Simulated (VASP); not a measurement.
Runs of VASP 6.6.1 on SrO. The structure is that of space group Fm-3m (No. 225), or close to it. The cells are those of the table. 

| cell | gap on the mesh (eV) | pressure (GPa) |
| --- | --- | --- |
| a = 3.589, b = 3.589, c = 3.634 Å, angles 59.6, 59.6, 60.8°, 2 atoms | 2.94 | (a) |
| a = 3.771, b = 3.771, c = 3.725 Å, angles 60.4, 60.4, 59.2°, 2 atoms | 3.11 | -10.2 |
| a = 3.680, b = 3.680, c = 3.634 Å, angles 60.4, 60.4, 59.2°, 2 atoms | (b) | -5.4 |
| a = 3.635, b = 3.635, c = 3.543 Å, angles 60.8, 60.8, 58.3°, 2 atoms | 2.96 | -0.5 |
| a = 3.771, b = 3.771, c = 3.816 Å, angles 59.6, 59.6, 60.8°, 2 atoms | 2.96 | -11.4 |

Alike in all rows: task single point; level LDA; potentials or basis VASP PAW LDA potentials, release 64 (Sr_sv, O); no spin polarisation; k mesh 8 × 8 × 8; cutoff (eV) 520; smearing gaussian 0.05 eV.

Estimate the missing entries.

(a) -1.0; (b) 3.06.

A k mesh can miss the band edges, and the runs leave out spin-orbit coupling on Sr.
